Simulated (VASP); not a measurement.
# BaTe (Fm-3m) in VASP: settings compared

The runs below take BaTe through single point, with PBE, LDA.

Everything below comes from runs of VASP 6.6.1. Logs are shortened: lines on timing, memory, paths and dates and some standing lists are left out, and cuts for length are marked.

### 1 The cell of the first run

The structure is cubic, space group Fm-3m (No. 225). Conventional cell: a = 6.820 Å, b = 6.820 Å, c = 6.820 Å, α = 90.00°, β = 90.00°, γ = 90.00°. Within 4.5 Å of Ba (site symmetry m-3m) lie 6 Te at 3.41 Å. Te (site symmetry m-3m) has 6 Ba at 3.41 Å within 4.5 Å.

### 2 Single point, PBE

Contents of INCAR:

```
PREC = Accurate
ENCUT = 520
EDIFF = 1E-6
ISMEAR = -1
SIGMA = 0.03
LREAL = F
LASPH = T
NELM = 80
ALGO = Normal
ISIF = 2
LWAVE = F
LCHARG = T
GGA = PE
LELF = T
LVHAR = T
NBANDS = 15
```

Contents of KPOINTS:

```
regular mesh
0
Gamma
  4 4 4
```

Contents of POSCAR:

```
BaTe
1.0
    0.0000000000      3.4100000000      3.4100000000
    3.4100000000      0.0000000000      3.4100000000
    3.4100000000      3.4100000000      0.0000000000
Ba Te
1 1
Direct
    0.0000000000      0.0000000000      0.0000000000
    0.5000000000      0.5000000000      0.5000000000
```

Potentials or basis: VASP PAW PBE potentials, release 64 (Ba_sv, Te).

Run with:

```console
$ cat potpaw_PBE.64/Ba_sv/POTCAR potpaw_PBE.64/Te/POTCAR > POTCAR
$ mpirun -np 1 vasp_std > vasp.out
```

OUTCAR:

```text
PREC = Accurate
   ENCUT = 520
   EDIFF = 1E-6
   ISMEAR = -1
   LREAL = F
   LASPH = T
   NELM = 80
   ISIF = 2
   GGA = PE

 ion  position               nearest neighbor table
   1  0.000  0.000  0.000-   2 3.41   2 3.41   2 3.41   2 3.41   2 3.41   2 3.41
   2  0.500  0.500  0.500-   1 3.41   1 3.41   1 3.41   1 3.41   1 3.41   1 3.41

  LATTYP: Found a face centered cubic cell.
 ALAT       =     6.8200000000

  Lattice vectors:

 A1 = (   0.0000000000,   3.4100000000,   3.4100000000)
 A2 = (   3.4100000000,   0.0000000000,   3.4100000000)
 A3 = (   3.4100000000,   3.4100000000,   0.0000000000)

Analysis of symmetry for initial positions (statically):
=====================================================================
 Subroutine PRICEL returns:
 Original cell was already a primitive cell.

 Routine SETGRP: Setting up the symmetry group for a
 face centered cubic supercell.

 Subroutine GETGRP returns: Found 48 space group operations
 (whereof 48 operations were pure point group operations)
 out of a pool of 48 trial point group operations.

The static configuration has the point symmetry O_h .

Analysis of symmetry for dynamics (positions and initial velocities):
=====================================================================
 Subroutine PRICEL returns:
 Original cell was already a primitive cell.

 Routine SETGRP: Setting up the symmetry group for a
 face centered cubic supercell.

 Subroutine GETGRP returns: Found 48 space group operations
 (whereof 48 operations were pure point group operations)
 out of a pool of 48 trial point group operations.

The dynamic configuration has the point symmetry O_h .

 Subroutine INISYM returns: Found 48 space group operations
 (whereof 48 operations are pure point group operations),
 and found     1 'primitive' translations

----------------------------------------------------------------------------------------

                                     Primitive cell

  volume of cell :      79.3036

  direct lattice vectors                    reciprocal lattice vectors
     0.000000000  3.410000000  3.410000000    -0.146627566  0.146627566  0.146627566
     3.410000000  0.000000000  3.410000000     0.146627566 -0.146627566  0.146627566
     3.410000000  3.410000000  0.000000000     0.146627566  0.146627566 -0.146627566

  length of vectors
     4.822468248  4.822468248  4.822468248     0.253966394  0.253966394  0.253966394

  position of ions in fractional coordinates (direct lattice)
     0.000000000  0.000000000  0.000000000
     0.500000000  0.500000000  0.500000000

  ion indices of the primitive-cell ions
   primitive index   ion index
                 1           1
                 2           2

----------------------------------------------------------------------------------------

 KPOINTS: regular mesh

Automatic generation of k-mesh.
 Grid dimensions read from file:
 generate k-points for:    4    4    4

 Generating k-lattice:

  Cartesian coordinates                     Fractional coordinates (reciprocal lattice)
    -0.036656891  0.036656891  0.036656891     0.250000000  0.000000000  0.000000000
     0.036656891 -0.036656891  0.036656891     0.000000000  0.250000000  0.000000000
     0.036656891  0.036656891 -0.036656891     0.000000000  0.000000000  0.250000000

  Length of vectors
     0.063491599  0.063491599  0.063491599

  Shift w.r.t. Gamma in fractional coordinates (k-lattice)
     0.000000000  0.000000000  0.000000000

 Subroutine IBZKPT returns following result:
 ===========================================

 Found      8 irreducible k-points:

 Following reciprocal coordinates:
            Coordinates               Weight
  0.000000  0.000000  0.000000      1.000000
  0.250000  0.000000  0.000000      8.000000
  0.500000  0.000000  0.000000      4.000000
  0.250000  0.250000  0.000000      6.000000
  0.500000  0.250000  0.000000     24.000000
 -0.250000  0.250000  0.000000     12.000000
  0.500000  0.500000  0.000000      3.000000
 -0.250000  0.500000  0.250000      6.000000
   k-points           NKPTS =      8   k-points in BZ     NKDIM =      8   number of bands    NBANDS=     15
   number of dos      NEDOS =    301   number of ions     NIONS =      2
   total plane-waves  NPLWV =  46656
   dimension x,y,z NGX =    36 NGY =   36 NGZ =   36
   dimension x,y,z NGXF=    72 NGYF=   72 NGZF=   72
   ions per type =               1   1
   NGX,Y,Z   is equivalent  to a cutoff of  12.41, 12.41, 12.41 a.u.
   NGXF,Y,Z  is equivalent  to a cutoff of  24.82, 24.82, 24.82 a.u.
 SYSTEM =  unknown system
   PREC   = accura    normal or accurate (medium, high low for compatibility)
   ISTART =      0    job   : 0-new  1-cont  2-samecut
   ICHARG =      2    charge: 1-file 2-atom 10-const
   ISPIN  =      1    spin polarized calculation?
   LNONCOLLINEAR =      F non collinear calculations
   LSORBIT =      F    spin-orbit coupling
   LASPH  =      T    aspherical Exc in radial PAW
   ENCUT  =  520.0 eV  38.22 Ry    6.18 a.u.   8.97  8.97  8.97*2*pi/ulx,y,z
   NELM   =     80;   NELMIN=  2; NELMDL= -5     # of ELM steps
   EDIFF  = 0.1E-05   stopping-criterion for ELM
   LREAL  =      F    real-space projection
   EDIFFG = 0.1E-04   stopping-criterion for IOM
   NSW    =      0    number of steps for IOM
   IBRION =     -1    ionic relax: 0-MD 1-quasi-New 2-CG
   NFREE  =      0    steps in history (QN), initial steepest desc. (CG)
   ISIF   =      2    stress and relaxation
   ISYM   =      2    0-nonsym 1-usesym 2-fastsym
   POTIM  = 0.5000    time-step for ionic-motion
   TEBEG  =    0.0;   TEEND  =   0.0 temperature during run
   PSTRESS=    0.0 pullay stress
   NELECT =      16.0000    total number of electrons
   NUPDOWN=      -1.0000    fix difference up-down
   EMIN   =  10.00;   EMAX   =-10.00  energy-range for DOS
   EFERMI =   0.00;   METHOD = LEGACY
   ISMEAR =    -1;   SIGMA  =   0.03  broadening in eV -4-tet -1-fermi 0-gaus
   EFERMI_NEDOS =   21; number of points for ismear=-14 and -15
   IALGO  =     38    algorithm
   IMIX   =      4    mixing-type and parameters
     AMIX     =   0.40;   BMIX     =  1.00
     AMIX_MAG =   1.60;   BMIX_MAG =  1.00
  volume/ion in A,a.u.               =      39.65       267.58
  Fermi-wavevector in a.u.,A,eV,Ry     =   0.960175  1.814468 12.543704  0.921936
  Thomas-Fermi vector in A             =   2.089436
   LORBIT       =      0    0 simple, 1 ext, 2 COOP (PROOUT), +10 PAW based schemes
   GGA     = PE    functional components
   LHFCALC =     F    Hartree Fock is set to
   AEXX    =    0.0000 exact exchange contribution
   IVDW    =     0    specifies the selected vdW correction
   LEPSILON=     F    determine dielectric tensor
   LRPA    =     F    only Hartree local field effects (RPA)
 non-spin polarized calculation
  energy-cutoff  :      520.00
  volume of cell :       79.30
 maximum number of plane-waves:      2148
   NGX = 17   NGY = 17   NGZ = 17

 number of electron      16.0000000 magnetization

 Free energy of the ion-electron system (eV)
  ---------------------------------------------------
  ext. energy  EPLUGINS =         0.00000000
  ---------------------------------------------------
  free energy    TOTEN  =        -8.49978734 eV

  energy without entropy =       -8.49978734  energy(sigma->0) =       -8.49978734

 E-fermi :   3.5027     XC(G=0):  -8.5608

 val. band max:        2.8063005750   @ k =   0.0000   0.0000   0.0000
 cond. band min:       4.1263726416   @ k =   0.5000   0.5000   0.0000
 fundamental gap:      1.3200720665
 Fermi energy:         3.5027121635

 k-point     1 :       0.0000    0.0000    0.0000
  band No.  band energies     occupation
      1     -24.0387      2.00000
      2      -9.2112      2.00000
      3      -9.2112      2.00000
      4      -9.2112      2.00000
      5      -6.9178      2.00000
      6       2.8063      2.00000
      7       2.8063      2.00000
      8       2.8063      2.00000
      9       5.6591      0.00000
     10       5.6591      0.00000
     11       5.6591      0.00000
     12       6.0299      0.00000
     13       6.3626      0.00000
     14       6.3626      0.00000
     15       9.7798      0.00000

 k-point     2 :       0.2500    0.0000    0.0000
  band No.  band energies     occupation
      1     -24.0285      2.00000
      2      -9.5508      2.00000
      3      -9.2180      2.00000
      4      -9.2180      2.00000
      5      -6.4000      2.00000
      6       1.3065      2.00000
      7       2.0210      2.00000
      8       2.0210      2.00000
      9       5.9144      0.00000
     10       6.4417      0.00000
     11       6.4417      0.00000
     12       8.0258      0.00000
     13       8.0933      0.00000
     14       8.0933      0.00000
     15      11.3540      0.00000

 k-point     3 :       0.5000    0.0000    0.0000
  band No.  band energies     occupation
      1     -24.0182      2.00000
      2      -9.8115      2.00000
      3      -9.2246      2.00000
      4      -9.2246      2.00000
      5      -5.9334      2.00000
      6       0.3388      2.00000
      7       1.5038      2.00000
      8       1.5038      2.00000
      9       7.0945      0.00000
     10       7.7368      0.00000
     11       7.8400      0.00000
     12       7.8400      0.00000
     13       9.9399      0.00000
     14       9.9399      0.00000
     15      10.7792      0.00000
[... 55 lines left out ...]
 k-point     7 :       0.5000    0.5000    0.0000
  band No.  band energies     occupation
      1     -24.0115      2.00000
      2      -9.4996      2.00000
      3      -9.3261      2.00000
      4      -9.3261      2.00000
      5      -6.6893      2.00000
      6       1.6543      2.00000
      7       2.4260      2.00000
      8       2.4260      2.00000
      9       4.1264      0.00000
     10       7.3462      0.00000
     11       7.7986      0.00000
     12       8.7576      0.00000
     13       8.7984      0.00000
     14       8.7984      0.00000
     15      10.9722      0.00000

 k-point     8 :      -0.2500    0.5000    0.2500
  band No.  band energies     occupation
      1     -24.0115      2.00000
      2      -9.4357      2.00000
      3      -9.4134      2.00000
      4      -9.4134      2.00000
      5      -6.3936      2.00000
      6       1.3703      2.00000
      7       1.8138      2.00000
      8       1.8138      2.00000
      9       6.3244      0.00000
     10       6.3244      0.00000
     11       7.8514      0.00000
     12       8.2441      0.00000
     13       8.8129      0.00000
     14      11.5000      0.00000
     15      11.5778      0.00000

------------------------ aborting loop because EDIFF is reached ----------------------------------------

  FORCE on cell =-STRESS in cart. coord.  units (eV):
  Direction    XX          YY          ZZ          XY          YZ          ZX
  --------------------------------------------------------------------------------------
  -------------------------------------------------------------------------------------
  Total        2.1506823      2.1506823      2.1506823     -0.0000000      0.0000000     -0.0000000
  in kB       43.4503933     43.4503933     43.4503933     -0.0000000      0.0000000     -0.0000000
  external PRESSURE =      43.4503933 kB  Pullay stress =       0.0000000 kB

 VOLUME and BASIS-vectors are now :
 -----------------------------------------------------------------------------
  energy-cutoff  :      520.00
  volume of cell :       79.30
      direct lattice vectors                 reciprocal lattice vectors
     0.000000000  3.410000000  3.410000000    -0.146627566  0.146627566  0.146627566
     3.410000000  0.000000000  3.410000000     0.146627566 -0.146627566  0.146627566
     3.410000000  3.410000000  0.000000000     0.146627566  0.146627566 -0.146627566

 POSITION                                       TOTAL-FORCE (eV/Angst)
 -----------------------------------------------------------------------------------
      0.00000      0.00000      0.00000        -0.000000      0.000000     -0.000000
      3.41000      3.41000      3.41000         0.000000     -0.000000      0.000000
 -----------------------------------------------------------------------------------
    total drift:                                0.000000      0.000000      0.000000

  FREE ENERGIE OF THE ION-ELECTRON SYSTEM (eV)
  ---------------------------------------------------
  free  energy   TOTEN  =        -8.4997873408 eV

  energy  without entropy=       -8.4997873407  energy(sigma->0) =       -8.49978734
```

It took 31 s on 1 thread of Intel Xeon 8259CL, shared host; peak memory 0.2 GiB.

What came out:

```
Free energy            : -8.4998 eV
Pressure               : 4.3 GPa
Band gap on the k mesh : 1.32 eV, indirect (least direct gap 1.70 eV)
```

Caveat: spin-orbit coupling is left out, which moves the levels of the heavy elements. A hybrid or GW would open this gap; PBE tends to underestimate it.

[end of part 1 of 2]
